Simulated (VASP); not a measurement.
# W16S in VASP: single point with PBE

Aim: the single point of W16S with PBE.

Everything below comes from runs of VASP 6.6.1. Logs are shortened: lines on timing, memory, paths and dates and some standing lists are left out, and cuts for length are marked.

### Step 1. The cell of the first run

The cell holds a slab with vacuum, 17 atoms: a = 6.367 Å, b = 6.367 Å, c = 20.142 Å, α = 90.00°, β = 90.00°, γ = 90.00°.

### Step 2. Single point, PBE

Contents of INCAR:

```
SYSTEM = W16S
PREC = Accurate
ENCUT = 520
EDIFF = 1E-6
ISMEAR = 0
SIGMA = 0.1
LREAL = Auto
LASPH = .True.
NELM = 80
ALGO = Normal
ISIF = 2
LWAVE = .False.
LCHARG = .True.
LDIPOL = .True.
IDIPOL = 3
DIPOL = 0.5 0.5 0.329
GGA = PE
LELF = .True.
LVHAR = .True.
LVACPOTAV = .True.
NBANDS = 129
```

Contents of KPOINTS:

```
Automatic mesh
0
Gamma
  4 4 1
  0 0 0
```

Contents of POSCAR:

```
W16S
1.0
    6.3671172886      0.0000000000      0.0000000000
    0.0000000000      6.3671172886      0.0000000000
    0.0000000000      0.0000000000     20.1423120279
W S
16 1
Direct
    0.2500000000      0.2500000000      0.1985869345
    0.2500000000      0.7500000000      0.1985869345
    0.7500000000      0.2500000000      0.1985869345
    0.7500000000      0.7500000000      0.1985869345
    0.0000000000      0.0000000000      0.2776135786
    0.0000000000      0.5000000000      0.2776135786
    0.5000000000      0.0000000000      0.2776135786
    0.5000000000      0.5000000000      0.2776135786
    0.2500000000      0.2500000000      0.3599329425
    0.2500000000      0.7500000000      0.3599329425
    0.7500000000      0.2500000000      0.3599329425
    0.7500000000      0.7500000000      0.3599329425
    0.0000000000      0.0000000000      0.4290625632
    0.0000000000      0.5000000000      0.4290625632
    0.5000000000      0.0000000000      0.4290625632
    0.5000000000      0.5000000000      0.4290625632
    0.0625000000      0.0625000000      0.5348475862
```

Potentials or basis: VASP PAW PBE potentials, release 64 (W_sv, S).

Run with:

```bash
> cat potpaw_PBE.64/W_sv/POTCAR potpaw_PBE.64/S/POTCAR > POTCAR
> mpirun -np 1 vasp_std > vasp.out
```

OUTCAR:

```text
SYSTEM = W16S
   PREC = Accurate
   ENCUT = 520
   EDIFF = 1E-6
   ISMEAR = 0
   LREAL = Auto
   LASPH = .True.
   NELM = 80
   ISIF = 2
   GGA = PE

 ion  position               nearest neighbor table
   1  0.250  0.250  0.199-   5 2.76   6 2.76   7 2.76   8 2.76   2 3.18   3 3.18   2 3.18   3 3.18
                             9 3.25
   2  0.250  0.750  0.199-   5 2.76   6 2.76   7 2.76   8 2.76   1 3.18   4 3.18   1 3.18   4 3.18
                            10 3.25
   3  0.750  0.250  0.199-   5 2.76   6 2.76   7 2.76   8 2.76   1 3.18   4 3.18   4 3.18   1 3.18
                            11 3.25
   4  0.750  0.750  0.199-   5 2.76   6 2.76   7 2.76   8 2.76   2 3.18   3 3.18   3 3.18   2 3.18
                            12 3.25
   5  0.000  0.000  0.278-   1 2.76   2 2.76   3 2.76   4 2.76   9 2.80  10 2.80  11 2.80  12 2.80
                            13 3.05   7 3.18   6 3.18   6 3.18   7 3.18
   6  0.000  0.500  0.278-   1 2.76   2 2.76   3 2.76   4 2.76   9 2.80  10 2.80  11 2.80  12 2.80
                            14 3.05   8 3.18   5 3.18   5 3.18   8 3.18
   7  0.500  0.000  0.278-   1 2.76   2 2.76   3 2.76   4 2.76   9 2.80  10 2.80  11 2.80  12 2.80
                            15 3.05   8 3.18   5 3.18   8 3.18   5 3.18
   8  0.500  0.500  0.278-   1 2.76   2 2.76   3 2.76   4 2.76   9 2.80  10 2.80  11 2.80  12 2.80
                            16 3.05   7 3.18   6 3.18   7 3.18   6 3.18
   9  0.250  0.250  0.360-  13 2.65  14 2.65  15 2.65  16 2.65   5 2.80   6 2.80   7 2.80   8 2.80
                            10 3.18  11 3.18  10 3.18  11 3.18   1 3.25
  10  0.250  0.750  0.360-  13 2.65  14 2.65  15 2.65  16 2.65   5 2.80   6 2.80   7 2.80   8 2.80
                             9 3.18  12 3.18   9 3.18  12 3.18   2 3.25
  11  0.750  0.250  0.360-  13 2.65  14 2.65  15 2.65  16 2.65   5 2.80   6 2.80   7 2.80   8 2.80
                             9 3.18  12 3.18  12 3.18   9 3.18   3 3.25
  12  0.750  0.750  0.360-  13 2.65  14 2.65  15 2.65  16 2.65   5 2.80   6 2.80   7 2.80   8 2.80
                            10 3.18  11 3.18  11 3.18  10 3.18   4 3.25
  13  0.000  0.000  0.429-  17 2.20  10 2.65  11 2.65  12 2.65   9 2.65   5 3.05  15 3.18  14 3.18
                            14 3.18  15 3.18
  14  0.000  0.500  0.429-   9 2.65  10 2.65  11 2.65  12 2.65   6 3.05  13 3.18  16 3.18  13 3.18
                            16 3.18
  15  0.500  0.000  0.429-   9 2.65  10 2.65  11 2.65  12 2.65   7 3.05  13 3.18  16 3.18  16 3.18
                            13 3.18
  16  0.500  0.500  0.429-   9 2.65  10 2.65  11 2.65  12 2.65   8 3.05  14 3.18  15 3.18  15 3.18
                            14 3.18
  17  0.062  0.062  0.535-  13 2.20

  LATTYP: Found a simple tetragonal cell.
 ALAT       =     6.3671172886
 C/A-ratio  =     3.1634900246

  Lattice vectors:

 A1 = (   6.3671172886,   0.0000000000,   0.0000000000)
 A2 = (   0.0000000000,   6.3671172886,   0.0000000000)
 A3 = (   0.0000000000,   0.0000000000,  20.1423120279)

Analysis of symmetry for initial positions (statically):
[... 157 lines left out ...]
     AMIX_MAG =   1.60;   BMIX_MAG =  1.00
  volume/ion in A,a.u.               =      48.03       324.15
  Fermi-wavevector in a.u.,A,eV,Ry     =   1.073130  2.027922 15.668585  1.151609
  Thomas-Fermi vector in A             =   2.208921
   LORBIT       =      0    0 simple, 1 ext, 2 COOP (PROOUT), +10 PAW based schemes
   GGA     = PE    functional components
   LHFCALC =     F    Hartree Fock is set to
   AEXX    =    0.0000 exact exchange contribution
   IVDW    =     0    specifies the selected vdW correction
   LEPSILON=     F    determine dielectric tensor
   LRPA    =     F    only Hartree local field effects (RPA)
 non-spin polarized calculation
 Gauss-broadening in eV      SIGMA  =   0.10
  energy-cutoff  :      520.00
  volume of cell :      816.57
 maximum number of plane-waves:     22040
   NGX = 23   NGY = 23   NGZ = 75

 dipolmoment           0.000000      0.000000     -0.074351 electrons x Angstroem

 number of electron     229.9999968 magnetization

 dipolmoment           0.000000      0.000000      0.148733 electrons x Angstroem

 Free energy of the ion-electron system (eV)
  ---------------------------------------------------
  ext. energy  EPLUGINS =         0.00000000
  ---------------------------------------------------
  free energy    TOTEN  =      -192.13285304 eV

  energy without entropy =     -191.99924058  energy(sigma->0) =     -192.06604681

 E-fermi :   0.7449     XC(G=0):  -5.6692

 val. band max:        0.7376035569   @ k =   0.5000   0.5000   0.0000
 cond. band min:       0.7535936118   @ k =   0.2500   0.0000   0.0000
 fundamental gap:      0.0159900549
 Fermi energy:         0.7449482390

 k-point     1 :       0.0000    0.0000    0.0000
  band No.  band energies     occupation
      1     -73.1404      2.00000
      2     -73.0803      2.00000
      3     -73.0726      2.00000
      4     -73.0722      2.00000
      5     -73.0668      2.00000
      6     -73.0652      2.00000
[... 899 lines left out ...]
    126       2.1685      0.00000
    127       2.2621      0.00000
 [bands above 127 left out]

------------------------ aborting loop because EDIFF is reached ----------------------------------------

  FORCE on cell =-STRESS in cart. coord.  units (eV):
  Direction    XX          YY          ZZ          XY          YZ          ZX
  --------------------------------------------------------------------------------------
  -------------------------------------------------------------------------------------
  Total      -21.9875721    -21.9875721     -9.5522848      0.3208467      0.6617712      0.6617705
  in kB      -43.1412614    -43.1412614    -18.7422975      0.6295252      1.2984445      1.2984433
  external PRESSURE =     -35.0082735 kB  Pullay stress =       0.0000000 kB

 VOLUME and BASIS-vectors are now :
 -----------------------------------------------------------------------------
  energy-cutoff  :      520.00
  volume of cell :      816.57
      direct lattice vectors                 reciprocal lattice vectors
     6.367117289  0.000000000  0.000000000     0.157056947  0.000000000  0.000000000
     0.000000000  6.367117289  0.000000000     0.000000000  0.157056947  0.000000000
     0.000000000  0.000000000 20.142312028     0.000000000  0.000000000  0.049646734

 POSITION                                       TOTAL-FORCE (eV/Angst)
 -----------------------------------------------------------------------------------
      1.59178      1.59178      4.00000         0.025666      0.025666      2.088417
      1.59178      4.77534      4.00000         0.023663     -0.021744      2.090664
      4.77534      1.59178      4.00000        -0.021744      0.023663      2.090664
      4.77534      4.77534      4.00000        -0.040760     -0.040760      2.079067
      0.00000      0.00000      5.59178        -0.002300     -0.002300     -2.295771
      0.00000      3.18356      5.59178        -0.003814      0.022179     -2.032676
[... 9 lines left out ...]
      3.18356      3.18356      8.64231        -0.043622     -0.043622     -0.181689
      0.39794      0.39794     10.77307         0.233077      0.233077     -0.018926
 -----------------------------------------------------------------------------------
    total drift:                               -0.000090     -0.000090      0.005304

  FREE ENERGIE OF THE ION-ELECTRON SYSTEM (eV)
  ---------------------------------------------------
  free  energy   TOTEN  =      -192.1328530397 eV

  energy  without entropy=     -191.9992405836  energy(sigma->0) =     -192.06604681

 vacuum level on the upper side and lower side of the slab         5.565         4.901
```

It took 25 min on 1 thread of Intel Xeon 6975P-C (Granite Rapids), shared host; peak memory 0.95 GiB.

What came out:

| Quantity | Value |
| --- | --- |
| Free energy | -192.1329 eV |
| Largest force | 2.481 eV/Å |
| Band gap on the k mesh | zero (bands 115 and 116 overlap by 0.20 eV) |

Forces in eV/Å, atoms in the order of the input:
```
W    0.026  0.026  2.088
W    0.024 -0.022  2.091
W   -0.022  0.024  2.091
W   -0.041 -0.041  2.079
W   -0.002 -0.002 -2.296
W   -0.004  0.022 -2.033
W    0.022 -0.004 -2.033
W    0.032  0.032 -2.480
W    0.422  0.422 -0.636
W    0.531 -0.455 -0.403
W   -0.455  0.531 -0.403
W   -0.678 -0.678 -0.338
W   -0.157 -0.157  2.218
W    0.022  0.091  0.128
W    0.091  0.022  0.128
W   -0.044 -0.044 -0.182
S    0.233  0.233 -0.019
```

Levels at points of the mesh, in eV from the Fermi level:
```
           k point  band 112  band 113  band 114  band 115  band 116  band 117  band 118  band 119  band 120  band 121
(0.00, 0.00, 0.00)     -0.20     -0.17      0.11      0.15      0.31      0.36      0.74      0.84      0.99      0.99
(0.50, 0.00, 0.00)     -0.19     -0.17     -0.12     -0.12     -0.03     -0.02      0.40      0.70      0.79      0.80
(0.50, 0.50, 0.00)     -0.67     -0.16     -0.13     -0.04     -0.04     -0.02     -0.01      0.13      0.14      0.46
```

Caveat: spin-orbit coupling is left out, which moves the levels of the heavy elements.
